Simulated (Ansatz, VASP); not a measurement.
Two plane-wave programs on CsI

```
Cs I
1.0
     4.40171    0.00000    0.00000
     0.00000    4.40171    0.00000
     0.00000    0.00000    4.40171
Cs I
1 1
Cartesian
  0.0000 0.0000 0.0000
  2.2009 2.2009 2.2009
```

Alike in both runs: task single point; functional LDA; k mesh 6 × 6 × 6; no spin polarisation.

|  | VASP | Ansatz |
| --- | --- | --- |
| version | VASP 6.6.1 | Ansatz 0.2.0 |
| potentials or method | VASP PAW LDA potentials, release 64 (Cs_sv, I) | PAW with Ansatz's default frozen-core files, scalar-relativistic |
| plane-wave cutoff (eV) | 500 | 420 |
| occupations | gaussian, width 0.01 eV | fixed |
| valence electrons in the cell | 16 | 26 |

Ansatz gave:

| Property | Result |
| --- | --- |
| gap on the k mesh at the Fermi level (eV) | 3.80 |
| pressure (GPa) | 0.0 |

**Question.** Estimate VASP's values.

**Answer.** gap on the k mesh at the Fermi level (eV): 3.77; pressure (GPa): 0.1.

LDA's correlation is that of Perdew and Zunger in VASP and of Perdew and Wang (1992) in Ansatz. VASP's potentials hold 16 valence electrons a cell and Ansatz's 26, so a difference there can come from the potentials and not from the codes.

Spin-orbit coupling is off throughout.
